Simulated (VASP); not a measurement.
# BaTiO3 (R3m) in VASP: a series of runs

The runs below take BaTiO3 through single point, with PBE.

All numbers are computed with VASP 6.6.1; they aren't measurements. Logs are shortened: lines on timing, memory, paths and dates and some standing lists are left out, and cuts for length are marked.

### Step 1. The cell of the first run

Symmetry: R3m, No. 160, trigonal system. The conventional cell has a = 5.655 Å, b = 5.655 Å, c = 6.955 Å, α = 90.00°, β = 90.00°, γ = 120.00°. Ba (site symmetry 3m) has 12 O at 2.79 to 2.89 Å and 8 Ti at 3.37 to 3.59 Å within 3.7 Å. Within 2.5 Å of Ti (site symmetry 3m) lie 6 O at 1.87 to 2.14 Å. Within 2.5 Å of O (site symmetry m) lie 2 Ti at 1.87 to 2.14 Å.

### Step 2. Single point, PBE

File INCAR:

```
SYSTEM = BaTiO3
  PREC = Accurate
  ENCUT = 520
  EDIFF = 1E-6
  ISMEAR = 0
  SIGMA = 0.02
  LREAL = .FALSE.
  LASPH = .TRUE.
  NELM = 100
  ALGO = Normal
  ISIF = 2
  LWAVE = .FALSE.
  LCHARG = .FALSE.
  GGA = PE
  NBANDS = 28
```

File KPOINTS:

```
regular mesh
0
G
  6 6 6
  0 0 0
```

File POSCAR:

```
BaTiO3
1.0
    2.8273666084      1.6323808724      2.3183934932
   -2.8273666084      1.6323808724      2.3183934932
    0.0000000000     -3.2647617449      2.3183934932
Ba Ti O
1 1 3
Direct
    0.0000000000      0.0000000000      0.0000000000
    0.4845000000      0.4845000000      0.4845000000
    0.5086000000      0.5086000000      0.0175000000
    0.0175000000      0.5086000000      0.5086000000
    0.5086000000      0.0175000000      0.5086000000
```

Potentials or basis: VASP PAW PBE potentials, release 64 (Ba_sv, Ti_sv, O).

Launch:

```
$ cat potpaw_PBE.64/Ba_sv/POTCAR potpaw_PBE.64/Ti_sv/POTCAR potpaw_PBE.64/O/POTCAR > POTCAR
$ mpirun -np 1 vasp_std > vasp.out
```

OUTCAR:

```text
SYSTEM = BaTiO3
   PREC = Accurate
   ENCUT = 520
   EDIFF = 1E-6
   ISMEAR = 0
   LREAL = .FALSE.
   LASPH = .TRUE.
   NELM = 100
   ISIF = 2
   GGA = PE

 ion  position               nearest neighbor table
   1  0.000  0.000  0.000-   3 2.79   4 2.79   5 2.79   4 2.83   5 2.83   5 2.83   4 2.83   3 2.83
                             3 2.83   3 2.89   4 2.89   5 2.89   2 3.37   2 3.43   2 3.43   2 3.43
   2  0.484  0.484  0.484-   4 1.87   5 1.87   3 1.87   5 2.14   4 2.14   3 2.14   1 3.37   1 3.43
                             1 3.43   1 3.43   1 3.50   1 3.50   1 3.50   1 3.59
   3  0.509  0.509  0.017-   2 1.87   2 2.14   1 2.79   1 2.83   1 2.83   1 2.89
   4  0.017  0.509  0.509-   2 1.87   2 2.14   1 2.79   1 2.83   1 2.83   1 2.89
   5  0.509  0.017  0.509-   2 1.87   2 2.14   1 2.79   1 2.83   1 2.83   1 2.89

  LATTYP: Found a trigonal (rhomboedric) cell.
 ALAT       =     4.0042000000
 COS(alpha) =     0.0028448828

  Lattice vectors:

 A1 = (   2.8273666084,   1.6323808724,   2.3183934932)
 A2 = (  -2.8273666084,   1.6323808724,   2.3183934932)
 A3 = (   0.0000000000,  -3.2647617449,   2.3183934932)

Analysis of symmetry for initial positions (statically):
=====================================================================
 Subroutine PRICEL returns:
 Original cell was already a primitive cell.

 Routine SETGRP: Setting up the symmetry group for a
 trigonal (rhombohedral) supercell.

 Subroutine GETGRP returns: Found  6 space group operations
 (whereof  6 operations were pure point group operations)
 out of a pool of 12 trial point group operations.

The static configuration has the point symmetry C_3v.

Analysis of symmetry for dynamics (positions and initial velocities):
=====================================================================
 Subroutine PRICEL returns:
 Original cell was already a primitive cell.

 Routine SETGRP: Setting up the symmetry group for a
 trigonal (rhombohedral) supercell.

 Subroutine GETGRP returns: Found  6 space group operations
 (whereof  6 operations were pure point group operations)
 out of a pool of 12 trial point group operations.

The dynamic configuration has the point symmetry C_3v.

 Subroutine INISYM returns: Found  6 space group operations
 (whereof  6 operations are pure point group operations),
 and found     1 'primitive' translations

----------------------------------------------------------------------------------------

[... 94 lines left out ...]
   LSORBIT =      F    spin-orbit coupling
   LASPH  =      T    aspherical Exc in radial PAW
   ENCUT  =  520.0 eV  38.22 Ry    6.18 a.u.   7.45  7.45  7.45*2*pi/ulx,y,z
   NELM   =    100;   NELMIN=  2; NELMDL= -5     # of ELM steps
   EDIFF  = 0.1E-05   stopping-criterion for ELM
   LREAL  =      F    real-space projection
   EDIFFG = 0.1E-04   stopping-criterion for IOM
   NSW    =      0    number of steps for IOM
   IBRION =     -1    ionic relax: 0-MD 1-quasi-New 2-CG
   NFREE  =      0    steps in history (QN), initial steepest desc. (CG)
   ISIF   =      2    stress and relaxation
   ISYM   =      2    0-nonsym 1-usesym 2-fastsym
   POTIM  = 0.5000    time-step for ionic-motion
   TEBEG  =    0.0;   TEEND  =   0.0 temperature during run
   PSTRESS=    0.0 pullay stress
   NELECT =      40.0000    total number of electrons
   NUPDOWN=      -1.0000    fix difference up-down
   EMIN   =  10.00;   EMAX   =-10.00  energy-range for DOS
   EFERMI =   0.00;   METHOD = LEGACY
   ISMEAR =     0;   SIGMA  =   0.02  broadening in eV -4-tet -1-fermi 0-gaus
   EFERMI_NEDOS =   21; number of points for ismear=-14 and -15
   IALGO  =     38    algorithm
   IMIX   =      4    mixing-type and parameters
     AMIX     =   0.40;   BMIX     =  1.00
     AMIX_MAG =   1.60;   BMIX_MAG =  1.00
  volume/ion in A,a.u.               =      12.84        86.65
  Fermi-wavevector in a.u.,A,eV,Ry     =   1.398237  2.642285 26.600301  1.955067
  Thomas-Fermi vector in A             =   2.521415
   LORBIT       =      0    0 simple, 1 ext, 2 COOP (PROOUT), +10 PAW based schemes
   GGA     = PE    functional components
   LHFCALC =     F    Hartree Fock is set to
   AEXX    =    0.0000 exact exchange contribution
   IVDW    =     0    specifies the selected vdW correction
   LEPSILON=     F    determine dielectric tensor
   LRPA    =     F    only Hartree local field effects (RPA)
 non-spin polarized calculation
 Gauss-broadening in eV      SIGMA  =   0.02
  energy-cutoff  :      520.00
  volume of cell :       64.20
 maximum number of plane-waves:      1750
 NGX is ok and might be reduce to    30
   NGX = 15   NGY = 15   NGZ = 15

 number of electron      39.9999999 magnetization

 Free energy of the ion-electron system (eV)
  ---------------------------------------------------
  ext. energy  EPLUGINS =         0.00000000
  ---------------------------------------------------
  free energy    TOTEN  =       -39.99037933 eV

  energy without entropy =      -39.99037933  energy(sigma->0) =      -39.99037933

 E-fermi :   3.8897     XC(G=0): -11.2351

 val. band max:        3.7684219148   @ k =   0.5000   0.5000   0.5000
 cond. band min:       6.1495517222   @ k =   0.0000   0.0000   0.0000
 fundamental gap:      2.3811298074
 Fermi energy:         3.8897176289

 k-point     1 :       0.0000    0.0000    0.0000
  band No.  band energies     occupation
      1     -52.5208      2.00000
      2     -28.7773      2.00000
      3     -28.7773      2.00000
      4     -28.7759      2.00000
      5     -21.0399      2.00000
      6     -13.0592      2.00000
[... 733 lines left out ...]
     27      11.9564      0.00000
     28      12.4214      0.00000

 [... further k-points ...]
[... 5 lines left out ...]
  --------------------------------------------------------------------------------------
  -------------------------------------------------------------------------------------
  Total        2.7772390      2.7772390      2.6740007      0.0000000     -0.0000000     -0.0000000
  in kB       69.3077530     69.3077530     66.7313767      0.0000000     -0.0000000     -0.0000000
  external PRESSURE =      68.4489609 kB  Pullay stress =       0.0000000 kB

 VOLUME and BASIS-vectors are now :
 -----------------------------------------------------------------------------
  energy-cutoff  :      520.00
  volume of cell :       64.20
      direct lattice vectors                 reciprocal lattice vectors
     2.827366608  1.632380872  2.318393493     0.176843002  0.102100355  0.143777721
    -2.827366608  1.632380872  2.318393493    -0.176843002  0.102100355  0.143777721
     0.000000000 -3.264761745  2.318393493     0.000000000 -0.204200710  0.143777721

 POSITION                                       TOTAL-FORCE (eV/Angst)
 -----------------------------------------------------------------------------------
      0.00000      0.00000      0.00000         0.000000      0.000000     -0.117172
      0.00000     -0.00000      3.36978         0.000000     -0.000000      0.212777
      0.00000      1.60332      2.39884         0.000000      0.156378     -0.031868
     -1.38852     -0.80166      2.39884        -0.135427     -0.078189     -0.031868
      1.38852     -0.80166      2.39884         0.135427     -0.078189     -0.031868
 -----------------------------------------------------------------------------------
    total drift:                                0.000000     -0.000001      0.000135

  FREE ENERGIE OF THE ION-ELECTRON SYSTEM (eV)
  ---------------------------------------------------
  free  energy   TOTEN  =       -39.9903793264 eV

  energy  without entropy=      -39.9903793264  energy(sigma->0) =      -39.99037933
```

stdout:

```text
POSCAR found type information on POSCAR BaTiO
 POSCAR found :  3 types and       5 ions
 scaLAPACK will be used
 LDA part: xc-table for (Slater+PW92), standard interpolation
 POSCAR, INCAR and KPOINTS ok, starting setup
 FFT: planning ... GRIDC
 FFT: planning ... GRID_SOFT
 FFT: planning ... GRID
 WAVECAR not read
 entering main loop
```

Run time: 49 s. Hardware: 1 thread of Intel Xeon Platinum 8259CL at 2.50GHz (Skylake/Cascade Lake), shared host; peak memory 0.2 GiB.

Results:

```yaml
Free_energy: -39.9904 eV
Pressure: 6.8 GPa
Largest_force: 0.213 eV/Å
Band_gap_on_the_k_mesh: 2.38 eV, indirect (least direct gap 2.78 eV)
```

Forces on the atoms (eV/Å):
```
Ba   0.000  0.000 -0.117
Ti   0.000  0.000  0.213
O    0.000  0.156 -0.032
O   -0.135 -0.078 -0.032
O    0.135 -0.078 -0.032
```

Caveat: spin-orbit coupling is left out, which moves the levels of the heavy elements. As with any semilocal functional, this PBE gap is likely too small.

### Step 3. Single point, PBE (volume scaled by 0.97, then relaxed in part)

File INCAR:

```
SYSTEM = BaTiO3
ALGO = Normal ; EDIFF = 1E-6
ENCUT = 520 ; GGA = PE
ISIF = 2 ; ISMEAR = 0
LASPH = .TRUE. ; LCHARG = .TRUE.
LELF = .TRUE. ; LREAL = .FALSE.
LVHAR = .TRUE. ; LWAVE = .FALSE.
NBANDS = 28 ; NELM = 100
PREC = Accurate ; SIGMA = 0.02
```

File KPOINTS:

```
k-points
0
G
  6 6 6
  0 0 0
```

File POSCAR:

```
BaTiO3
1.0
    2.8370278842      1.6379588126      2.3281557006
   -2.8370278842      1.6379588126      2.3281557006
    0.0000000000     -3.2759176253      2.3281557005
Ba Ti O
1 1 3
Direct
   -0.0032087783     -0.0032087783     -0.0032087783
    0.4842273604      0.4842273604      0.4842273604
    0.5101746472      0.5101746472      0.0178321235
    0.0178321235      0.5101746472      0.5101746472
    0.5101746472      0.0178321235      0.5101746472
```

Potentials or basis: VASP PAW PBE potentials, release 64 (Ba_sv, Ti_sv, O).

Launch:

```
$ cat potpaw_PBE.64/Ba_sv/POTCAR potpaw_PBE.64/Ti_sv/POTCAR potpaw_PBE.64/O/POTCAR > POTCAR
$ mpirun -np 1 vasp_std > vasp.out
```

It took 50 s on 1 thread of Intel Xeon Platinum 8259CL at 2.50GHz (Skylake/Cascade Lake), shared host; peak memory 0.21 GiB.

The run converged. Its results:

```
Free energy            : -40.0181 eV
Pressure               : 4.9 GPa
Largest force          : 0.073 eV/Å
Band gap on the k mesh : 2.39 eV, indirect (least direct gap 2.82 eV)
```

Forces on the atoms (eV/Å):
```
Ba   0.000  0.000  0.039
Ti   0.000  0.000  0.073
O    0.000  0.027 -0.038
O   -0.024 -0.014 -0.038
O    0.024 -0.014 -0.038
```

Stress tensor (GPa, compression positive):
```
4.98 0.00 0.00
0.00 4.98 0.00
0.00 0.00 4.88
```

Levels at points of the mesh, in eV from the valence-band top:
| k point | band 16 | band 17 | band 18 | band 19 | band 20 | band 21 | band 22 | band 23 | band 24 | band 25 |
| --- | --- | --- | --- | --- | --- | --- | --- | --- | --- | --- |
| (0.00, 0.00, 0.00) | -1.31 | -1.04 | -0.56 | -0.42 | -0.42 | 2.39 | 2.39 | 2.55 | 4.44 | 4.44 |
| (0.50, 0.00, 0.00) | -2.04 | -1.70 | -1.60 | -0.97 | -0.84 | 2.56 | 3.73 | 3.85 | 4.40 | 6.05 |
| (0.50, 0.50, 0.00) | -2.67 | -1.61 | -0.90 | -0.85 | -0.09 | 3.81 | 3.81 | 4.14 | 4.97 | 7.70 |
| (0.50, 0.50, 0.50) | -2.38 | -2.34 | -0.02 | -0.02 | 0.00 | 4.25 | 4.41 | 4.41 | 6.55 | 6.55 |

Caveat: spin-orbit coupling is left out, which moves the levels of the heavy elements. A k mesh can miss the band edges.

### Step 4. Single point, PBE

File INCAR:

```
SYSTEM = BaTiO3
  PREC = Accurate
  ENCUT = 520
  EDIFF = 1E-6
  ISMEAR = 0
  SIGMA = 0.02
  LREAL = .FALSE.
  LASPH = .TRUE.
  NELM = 100
  ALGO = Normal
  ISIF = 2
  LWAVE = .FALSE.
  LCHARG = .FALSE.
  GGA = PE
  NBANDS = 28
```

File KPOINTS:

```
regular mesh
0
G
  9 9 9
  0 0 0
```

File POSCAR:

```
BaTiO3
1.0
    2.8273666084      1.6323808724      2.3183934932
   -2.8273666084      1.6323808724      2.3183934932
    0.0000000000     -3.2647617449      2.3183934932
Ba Ti O
1 1 3
Direct
    0.0000000000      0.0000000000      0.0000000000
    0.4845000000      0.4845000000      0.4845000000
    0.5086000000      0.5086000000      0.0175000000
    0.0175000000      0.5086000000      0.5086000000
    0.5086000000      0.0175000000      0.5086000000
```

Launch:

```
$ cat potpaw_PBE.64/Ba_sv/POTCAR potpaw_PBE.64/Ti_sv/POTCAR potpaw_PBE.64/O/POTCAR > POTCAR
$ mpirun -np 1 vasp_std > vasp.out
```

It used 200 s of CPU time on 1 thread of AMD EPYC 7R13 Processor (Zen 3) (shared host).

Results (log left out):

* Free energy: -39.9902 eV
* Pressure: 6.8 GPa
* Largest force: 0.214 eV/Å
* Band gap on the k mesh: 2.42 eV, indirect (least direct gap 2.78 eV)

Forces in eV/Å, atoms in the order of the input:
```
Ba   0.000  0.000 -0.117
Ti   0.000  0.000  0.214
O    0.000  0.156 -0.032
O   -0.135 -0.078 -0.032
O    0.135 -0.078 -0.032
```

Stress tensor (GPa, compression positive):
```
6.93 0.00 0.00
0.00 6.93 0.00
0.00 0.00 6.68
```

Levels at points of the mesh, in eV from the valence-band top:
```tsv
k point	band 17	band 18	band 19	band 20	band 21	band 22	band 23	band 24
(0.00, 0.00, 0.00)	-1.03	-0.50	-0.36	-0.36	2.42	2.42	2.56	4.52
```

Caveat: spin-orbit coupling is left out, which moves the levels of the heavy elements. A k mesh can miss the band edges.

### Step 5. Summary

```tsv
cell	k mesh	gap on the mesh (eV)	pressure (GPa)	largest force (eV/Å)
a = 4.004 Å, angles 89.8°, 5 atoms	6 × 6 × 6	2.38	6.8	0.21
a = 4.019 Å, angles 89.8°, 5 atoms	6 × 6 × 6	2.39	4.9	0.07
a = 4.004 Å, angles 89.8°, 5 atoms	9 × 9 × 9	2.42	6.8	0.21
```

Alike in all rows: task single point; level PBE; potentials or basis VASP PAW PBE potentials, release 64 (Ba_sv, Ti_sv, O); no spin polarisation; cutoff (eV) 520; smearing gaussian 0.02 eV.

Caveats: spin-orbit coupling is left out, which moves the levels of the heavy elements.

Total energies depend on the potentials used, so only differences within one code and one set of settings carry meaning.
